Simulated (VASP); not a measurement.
A run of VASP 6.6.1 is set up as follows.

File INCAR:

```
SYSTEM = Hg
PREC = Accurate
ENCUT = 520
EDIFF = 1E-7
ISMEAR = 0
SIGMA = 0.1
LREAL = .FALSE.
LASPH = .TRUE.
NELM = 60
ALGO = Fast
ISIF = 2
LWAVE = .FALSE.
LCHARG = .TRUE.
GGA = PE
IVDW = 12
LELF = .TRUE.
LVHAR = .TRUE.
NBANDS = 19
```

KPOINTS

```
regular mesh
0
G
  15 15 8
  0 0 0
```

File POSCAR:

```
Hg
1.0
    3.4179587508      0.0000000000      0.0000000000
   -1.7089793754      2.9600391073      0.0000000000
    0.0000000000      0.0000000000      5.3898514153
Hg
2
Direct
    0.6666666667      0.3333333333      0.7500000000
    0.3333333333      0.6666666667      0.2500000000
```

Potentials or basis: VASP PAW PBE potentials, release 64 (Hg).

Launch:

```bash
$ cat potpaw_PBE.64/Hg/POTCAR > POTCAR
$ mpirun -np 1 vasp_std > vasp.out
```

(1) What does it give for the dispersion energy per atom?

(2) Predict the pressure.

Answers

(1) -0.384 eV.

(2) -0.6 GPa.
